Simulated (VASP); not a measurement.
CaSe:

```
CELL_PARAMETERS angstrom
0.00000 2.97024 2.97024
2.97024 0.00000 2.97024
2.97024 2.97024 0.00000
ATOMIC_POSITIONS crystal
Ca 0.00000 0.00000 0.00000
Se 0.50000 0.50000 0.50000
```

Program: VASP 6.6.1. Alike in all runs: level PBE; potentials or basis VASP PAW PBE potentials, release 64 (Ca_sv, Se); cell as given; cutoff (eV) 520. Hardware: 1 thread of AMD EPYC 7R13 (shared host).

Order these runs on this cell by their wall time, lowest first.
A. task single point; spin off; k mesh 5 × 4 × 4; smearing tetrahedron
B. task density of states; spin off; k mesh 3 × 3 × 3; smearing gaussian 0.01 eV; k mesh for the DOS 5 × 5 × 5; occupations for the DOS tetrahedron
C. task single point; spin collinear, zero start; k mesh 4 × 4 × 4, shifted; smearing methfessel-paxton 0.028 eV

B (23 s), A (53 s), C (360 s).

Caveats: some runs use coarse meshes.
